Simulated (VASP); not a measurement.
# InGa5As6 (P-4m2) in VASP: single point with PBE

Aim: the single point of InGa5As6 with PBE.

Everything below comes from runs of VASP 6.6.1. Logs are shortened: lines on timing, memory, paths and dates and some standing lists are left out, and cuts for length are marked.

## (1) The cell of the first run

Symmetry: P-4m2, No. 115, tetragonal system. The conventional cell has a = 4.110 Å, b = 4.110 Å, c = 17.512 Å, α = 90.00°, β = 90.00°, γ = 90.00°. In (site symmetry -4m2) has 4 As at 2.64 Å within 3.5 Å. Ga (site symmetry -4m2) has 4 As at 2.50 Å within 3.3 Å. Within 3.3 Å of Ga (site symmetry 2mm) lie 4 As at 2.50 Å. Within 3.3 Å of Ga (site symmetry 2mm) lie 4 As at 2.49 to 2.50 Å. Within 3.3 Å of As (site symmetry 2mm) lie 4 Ga at 2.50 Å. Within 3.3 Å of As (site symmetry 2mm) lie 2 Ga at 2.49 Å and 2 In at 2.64 Å. Within 3.3 Å of As (site symmetry 2mm) lie 4 Ga at 2.50 Å.

## (2) Single point, PBE

The input, INCAR:

```
SYSTEM = InGa5As6
ALGO     = Normal         ! electronic algorithm
EDIFF    = 1E-6           ! SCF threshold, eV
ENCUT    = 520            ! plane-wave cutoff, eV
GGA      = PE             ! functional
ISIF     = 2              ! what is computed and relaxed
ISMEAR   = 0              ! smearing method
LASPH    = .TRUE.         ! aspherical terms in the spheres
LCHARG   = .FALSE.        ! write CHGCAR
LREAL    = .FALSE.        ! projectors in reciprocal space
LWAVE    = .FALSE.        ! write WAVECAR
NBANDS   = 66             ! bands
NELM     = 60             ! most SCF steps
PREC     = Accurate       ! precision mode
SIGMA    = 0.1            ! smearing width, eV
```

The input, KPOINTS:

```
k-points
0
G
  10 10 2
  0 0 0
```

The input, POSCAR:

```
InGa5As6
1.0
    4.1097933000      0.0000000000      0.0000000000
    0.0000000000      4.1097933000      0.0000000000
    0.0000000000      0.0000000000     17.5117382000
In Ga As
1 5 6
Direct
    0.5000000000      0.5000000000      0.5000000000
    0.0000000000      0.0000000000      0.0000000000
    0.5000000000      0.5000000000      0.1624480000
    0.0000000000      0.0000000000      0.3249870000
    0.0000000000      0.0000000000      0.6750130000
    0.5000000000      0.5000000000      0.8375520000
    0.5000000000      0.0000000000      0.2436620000
    0.0000000000      0.5000000000      0.4055600000
    0.5000000000      0.0000000000      0.5944400000
    0.0000000000      0.5000000000      0.7563380000
    0.5000000000      0.0000000000      0.9187870000
    0.0000000000      0.5000000000      0.0812130000
```

Potentials or basis: VASP PAW PBE potentials, release 64 (In_d, Ga_d, As).

Run with:

```
cat potpaw_PBE.64/In_d/POTCAR potpaw_PBE.64/Ga_d/POTCAR potpaw_PBE.64/As/POTCAR > POTCAR
mpirun -np 1 vasp_std > vasp.out
```

OUTCAR:

```text
SYSTEM = InGa5As6
   EDIFF = 1E-6
   ENCUT = 520
   GGA = PE
   ISIF = 2
   ISMEAR = 0
   LASPH = .TRUE.
   LREAL = .FALSE.
   NELM = 60
   PREC = Accurate

 ion  position               nearest neighbor table
   1  0.500  0.500  0.500-   8 2.64   9 2.64   9 2.64   8 2.64
   2  0.000  0.000  0.000-  11 2.50  12 2.50  12 2.50  11 2.50
   3  0.500  0.500  0.162-   7 2.50   7 2.50  12 2.50  12 2.50
   4  0.000  0.000  0.325-   8 2.49   8 2.49   7 2.50   7 2.50
   5  0.000  0.000  0.675-   9 2.49   9 2.49  10 2.50  10 2.50
   6  0.500  0.500  0.838-  10 2.50  10 2.50  11 2.50  11 2.50
   7  0.500  0.000  0.244-   3 2.50   3 2.50   4 2.50   4 2.50
   8  0.000  0.500  0.406-   4 2.49   4 2.49   1 2.64   1 2.64
   9  0.500  0.000  0.594-   5 2.49   5 2.49   1 2.64   1 2.64
  10  0.000  0.500  0.756-   6 2.50   6 2.50   5 2.50   5 2.50
  11  0.500  0.000  0.919-   2 2.50   2 2.50   6 2.50   6 2.50
  12  0.000  0.500  0.081-   2 2.50   2 2.50   3 2.50   3 2.50

  LATTYP: Found a simple tetragonal cell.
 ALAT       =     4.1097933000
 C/A-ratio  =     4.2609778453

  Lattice vectors:

 A1 = (   4.1097933000,   0.0000000000,   0.0000000000)
 A2 = (   0.0000000000,   4.1097933000,   0.0000000000)
 A3 = (   0.0000000000,   0.0000000000,  17.5117382000)

Analysis of symmetry for initial positions (statically):
=====================================================================
 Subroutine PRICEL returns:
 Original cell was already a primitive cell.

 Routine SETGRP: Setting up the symmetry group for a
 simple tetragonal supercell.

 Subroutine GETGRP returns: Found  8 space group operations
 (whereof  8 operations were pure point group operations)
 out of a pool of 16 trial point group operations.

The static configuration has the point symmetry D_2d.

Analysis of symmetry for dynamics (positions and initial velocities):
=====================================================================
 Subroutine PRICEL returns:
 Original cell was already a primitive cell.

 Routine SETGRP: Setting up the symmetry group for a
 simple tetragonal supercell.

 Subroutine GETGRP returns: Found  8 space group operations
 (whereof  8 operations were pure point group operations)
 out of a pool of 16 trial point group operations.

The dynamic configuration has the point symmetry D_2d.

 Subroutine INISYM returns: Found  8 space group operations
 (whereof  8 operations are pure point group operations),
 and found     1 'primitive' translations

----------------------------------------------------------------------------------------

                                     Primitive cell

  volume of cell :     295.7803

  direct lattice vectors                    reciprocal lattice vectors
     4.109793300  0.000000000  0.000000000     0.243321240  0.000000000  0.000000000
     0.000000000  4.109793300  0.000000000     0.000000000  0.243321240  0.000000000
     0.000000000  0.000000000 17.511738200     0.000000000  0.000000000  0.057104554

  length of vectors
     4.109793300  4.109793300 17.511738200     0.243321240  0.243321240  0.057104554

  position of ions in fractional coordinates (direct lattice)
     0.500000000  0.500000000  0.500000000
     0.000000000  0.000000000  0.000000000
     0.500000000  0.500000000  0.162448000
     0.000000000  0.000000000  0.324987000
     0.000000000  0.000000000  0.675013000
     0.500000000  0.500000000  0.837552000
     0.500000000  0.000000000  0.243662000
     0.000000000  0.500000000  0.405560000
     0.500000000  0.000000000  0.594440000
     0.000000000  0.500000000  0.756338000
     0.500000000  0.000000000  0.918787000
     0.000000000  0.500000000  0.081213000

  ion indices of the primitive-cell ions
   primitive index   ion index
                 1           1
                 2           2
                 3           3
                 4           4
                 5           5
                 6           6
                 7           7
                 8           8
                 9           9
                10          10
                11          11
                12          12

----------------------------------------------------------------------------------------

 KPOINTS: k-points

Automatic generation of k-mesh.
 Grid dimensions read from file:
 generate k-points for:   10   10    2

 Generating k-lattice:

  Cartesian coordinates                     Fractional coordinates (reciprocal lattice)
     0.024332124  0.000000000  0.000000000     0.100000000  0.000000000  0.000000000
     0.000000000  0.024332124  0.000000000     0.000000000  0.100000000  0.000000000
     0.000000000  0.000000000  0.028552277     0.000000000  0.000000000  0.500000000

  Length of vectors
     0.024332124  0.024332124  0.028552277

  Shift w.r.t. Gamma in fractional coordinates (k-lattice)
     0.000000000  0.000000000  0.000000000

 Subroutine IBZKPT returns following result:
 ===========================================

 Found     42 irreducible k-points:

 Following reciprocal coordinates:
            Coordinates               Weight
  0.000000  0.000000  0.000000      1.000000
  0.100000  0.000000  0.000000      4.000000
  0.200000  0.000000  0.000000      4.000000
  0.300000  0.000000  0.000000      4.000000
  0.400000  0.000000  0.000000      4.000000
  0.500000  0.000000  0.000000      2.000000
[... 16 lines left out ...]
  0.100000  0.000000  0.500000      4.000000
  0.200000  0.000000  0.500000      4.000000
 [... further k-points ...]
   k-points           NKPTS =     42   k-points in BZ     NKDIM =     42   number of bands    NBANDS=     66
   number of dos      NEDOS =    301   number of ions     NIONS =     12
   total plane-waves  NPLWV = 143360
   dimension x,y,z NGX =    32 NGY =   32 NGZ =  140
   dimension x,y,z NGXF=    64 NGYF=   64 NGZF=  280
   ions per type =               1   5   6
   NGX,Y,Z   is equivalent  to a cutoff of  12.94, 12.94, 13.29 a.u.
   NGXF,Y,Z  is equivalent  to a cutoff of  25.89, 25.89, 26.58 a.u.
 SYSTEM =  InGa5As6
   PREC   = accura    normal or accurate (medium, high low for compatibility)
   ISTART =      0    job   : 0-new  1-cont  2-samecut
   ICHARG =      2    charge: 1-file 2-atom 10-const
   ISPIN  =      1    spin polarized calculation?
   LNONCOLLINEAR =      F non collinear calculations
   LSORBIT =      F    spin-orbit coupling
   LASPH  =      T    aspherical Exc in radial PAW
   ENCUT  =  520.0 eV  38.22 Ry    6.18 a.u.   7.64  7.64 32.56*2*pi/ulx,y,z
   NELM   =     60;   NELMIN=  2; NELMDL= -5     # of ELM steps
   EDIFF  = 0.1E-05   stopping-criterion for ELM
   LREAL  =      F    real-space projection
   EDIFFG = 0.1E-04   stopping-criterion for IOM
   NSW    =      0    number of steps for IOM
   IBRION =     -1    ionic relax: 0-MD 1-quasi-New 2-CG
   NFREE  =      0    steps in history (QN), initial steepest desc. (CG)
   ISIF   =      2    stress and relaxation
   ISYM   =      2    0-nonsym 1-usesym 2-fastsym
   POTIM  = 0.5000    time-step for ionic-motion
   TEBEG  =    0.0;   TEEND  =   0.0 temperature during run
   PSTRESS=    0.0 pullay stress
   NELECT =     108.0000    total number of electrons
   NUPDOWN=      -1.0000    fix difference up-down
   EMIN   =  10.00;   EMAX   =-10.00  energy-range for DOS
   EFERMI =   0.00;   METHOD = LEGACY
   ISMEAR =     0;   SIGMA  =   0.10  broadening in eV -4-tet -1-fermi 0-gaus
   EFERMI_NEDOS =   21; number of points for ismear=-14 and -15
   IALGO  =     38    algorithm
   IMIX   =      4    mixing-type and parameters
     AMIX     =   0.40;   BMIX     =  1.00
     AMIX_MAG =   1.60;   BMIX_MAG =  1.00
  volume/ion in A,a.u.               =      24.65       166.34
  Fermi-wavevector in a.u.,A,eV,Ry     =   1.170109  2.211186 18.628488  1.369155
  Thomas-Fermi vector in A             =   2.306572
   LORBIT       =      0    0 simple, 1 ext, 2 COOP (PROOUT), +10 PAW based schemes
   GGA     = PE    functional components
   LHFCALC =     F    Hartree Fock is set to
   AEXX    =    0.0000 exact exchange contribution
   IVDW    =     0    specifies the selected vdW correction
   LEPSILON=     F    determine dielectric tensor
   LRPA    =     F    only Hartree local field effects (RPA)
 non-spin polarized calculation
 Gauss-broadening in eV      SIGMA  =   0.10
  energy-cutoff  :      520.00
  volume of cell :      295.78
 maximum number of plane-waves:      8008
 NGX is ok and might be reduce to    32
   NGX = 15   NGY = 15   NGZ = 65

 number of electron     108.0000011 magnetization

 Free energy of the ion-electron system (eV)
  ---------------------------------------------------
  ext. energy  EPLUGINS =         0.00000000
  ---------------------------------------------------
  free energy    TOTEN  =       -48.97084814 eV

  energy without entropy =      -48.96967793  energy(sigma->0) =      -48.97026303

 E-fermi :   3.6723     XC(G=0):  -9.2721

 val. band max:        3.6174821578   @ k =   0.0000   0.0000   0.0000
 cond. band min:       4.3339393442   @ k =   0.5000   0.0000   0.5000
 fundamental gap:      0.7164571864
 Fermi energy:         3.6723231092

 k-point     1 :       0.0000    0.0000    0.0000
  band No.  band energies     occupation
      1     -11.2297      2.00000
      2     -11.2200      2.00000
      3     -11.2007      2.00000
      4     -11.1724      2.00000
      5     -11.1485      2.00000
      6     -11.1476      2.00000
[... 58 lines left out ...]
     65       6.5569      0.00000
     66       7.3362      0.00000

 k-point     2 :       0.1000    0.0000    0.0000
  band No.  band energies     occupation
      1     -11.2280      2.00000
      2     -11.2188      2.00000
      3     -11.2001      2.00000
      4     -11.1733      2.00000
      5     -11.1542      2.00000
      6     -11.1496      2.00000
[... 1576 lines left out ...]
     65       7.8294      0.00000
     66       7.8806      0.00000

 [... further k-points ...]

------------------------ aborting loop because EDIFF is reached ----------------------------------------

  FORCE on cell =-STRESS in cart. coord.  units (eV):
  Direction    XX          YY          ZZ          XY          YZ          ZX
  --------------------------------------------------------------------------------------
  -------------------------------------------------------------------------------------
  Total        0.3501600      0.3501600      0.3582286      0.0000000      0.0000000      0.0000000
  in kB        1.8967402      1.8967402      1.9404461      0.0000000      0.0000000      0.0000000
  external PRESSURE =       1.9113088 kB  Pullay stress =       0.0000000 kB

 VOLUME and BASIS-vectors are now :
 -----------------------------------------------------------------------------
  energy-cutoff  :      520.00
  volume of cell :      295.78
      direct lattice vectors                 reciprocal lattice vectors
     4.109793300  0.000000000  0.000000000     0.243321240  0.000000000  0.000000000
     0.000000000  4.109793300  0.000000000     0.000000000  0.243321240  0.000000000
     0.000000000  0.000000000 17.511738200     0.000000000  0.000000000  0.057104554

 POSITION                                       TOTAL-FORCE (eV/Angst)
 -----------------------------------------------------------------------------------
      2.05490      2.05490      8.75587        -0.000000     -0.000000      0.000000
      0.00000      0.00000      0.00000        -0.000000      0.000000      0.000000
      2.05490      2.05490      2.84475         0.000000     -0.000000     -0.002122
      0.00000      0.00000      5.69109        -0.000000      0.000000      0.008429
      0.00000      0.00000     11.82065        -0.000000      0.000000     -0.008429
      2.05490      2.05490     14.66699        -0.000000     -0.000000      0.002122
      2.05490      0.00000      4.26695        -0.000000      0.000000     -0.000494
      0.00000      2.05490      7.10206        -0.000000      0.000000      0.016489
      2.05490      0.00000     10.40968        -0.000000      0.000000     -0.016489
      0.00000      2.05490     13.24479        -0.000000      0.000000      0.000494
      2.05490      0.00000     16.08956        -0.000000      0.000000      0.000565
      0.00000      2.05490      1.42218        -0.000000      0.000000     -0.000565
 -----------------------------------------------------------------------------------
    total drift:                                0.000000     -0.000000      0.000000

  FREE ENERGIE OF THE ION-ELECTRON SYSTEM (eV)
  ---------------------------------------------------
  free  energy   TOTEN  =       -48.9708481362 eV

  energy  without entropy=      -48.9696779322  energy(sigma->0) =      -48.97026303
```

Wall time 7.5 min (1 thread of Intel Xeon 6975P-C (Granite Rapids), shared host); peak memory 0.8 GiB.

What came out:

```
Free energy            : -48.9708 eV
Pressure               : 0.2 GPa
Largest force          : 0.016 eV/Å
Band gap on the k mesh : zero (filled and empty bands touch)
```

Forces on the atoms (eV/Å):
```
In   0.000  0.000  0.000
Ga   0.000  0.000  0.000
Ga   0.000  0.000 -0.002
Ga   0.000  0.000  0.008
Ga   0.000  0.000 -0.008
Ga   0.000  0.000  0.002
As   0.000  0.000  0.000
As   0.000  0.000  0.016
As   0.000  0.000 -0.016
As   0.000  0.000  0.000
As   0.000  0.000  0.001
As   0.000  0.000 -0.001
```

Caveat: semilocal functionals underestimate gaps, and a narrow one can read as zero; spin-orbit coupling is left out, which moves the levels of the heavy elements.

The gap in the log of VASP goes by the Fermi energy; the results here count the filled bands.